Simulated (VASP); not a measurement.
Write the native input for VASP 6.6.1 that does the following.

```yaml
Task: single point
Functional: PBE
Potentials_or_basis: VASP PAW PBE potentials, release 64 (Sc_sv, Al, As)
Cutoff: 520 eV
k_mesh: 4 × 4 × 4
Occupations: gaussian, width 0.1 eV
Spin: no spin polarisation
Dipole_correction: no
Further_INCAR_settings: ALGO = Normal; EDIFF = 1e-06; NBANDS = 35
```

The structure of Sc4AlAs lies in POSCAR:

```
Sc4AlAs
1.0
    0.0000000000      3.2944438300      3.2944438300
    3.2944438300      0.0000000000      3.2944438300
    3.2944438300      3.2944438300      0.0000000000
Sc Al As
4 1 1
Direct
    0.1618709100      0.1618709100      0.1618709100
    0.1618709100      0.1618709100      0.5143872800
    0.1618709100      0.5143872800      0.1618709100
    0.5143872800      0.1618709100      0.1618709100
    0.2500000000      0.2500000000      0.2500000000
    0.7500000000      0.7500000000      0.7500000000
```

The cell was built from a structure type or drawn by symmetry, and may not be a known phase.

These files were run (other wordings do the same):

INCAR

```
  ALGO = Normal
  EDIFF = 1E-6
  ENCUT = 520
  GGA = PE
  ISIF = 2
  ISMEAR = 0
  LASPH = T
  LCHARG = F
  LREAL = F
  LWAVE = F
  NBANDS = 35
  NELM = 80
  PREC = Accurate
  SIGMA = 0.1
```

KPOINTS

```
k-points
0
Gamma
  4 4 4
```

Potentials or basis: VASP PAW PBE potentials, release 64 (Sc_sv, Al, As).

The run is started by

```sh
$ cat potpaw_PBE.64/Sc_sv/POTCAR potpaw_PBE.64/Al/POTCAR potpaw_PBE.64/As/POTCAR > POTCAR
$ mpirun -np 1 vasp_std > vasp.out
```

It gave:

| Quantity | Value |
| --- | --- |
| Pressure | 490.5 GPa |
| Largest force | 159.763 eV/Å |
| Band gap on the k mesh | zero (bands 26 and 27 overlap by 0.67 eV) |

Caveat: the k points lie up to 0.41 Å⁻¹ apart, too coarse for converged energies and pressures of a metal; atoms lie so close that the PAW spheres overlap strongly, which falsifies energies and pressures; forces of over 1 eV/Å act on the atoms, so gaps and moduli don't describe the material at rest.

It took 66 s on 1 thread of Intel Xeon 8259CL (shared host), peak memory 0.21 GiB.
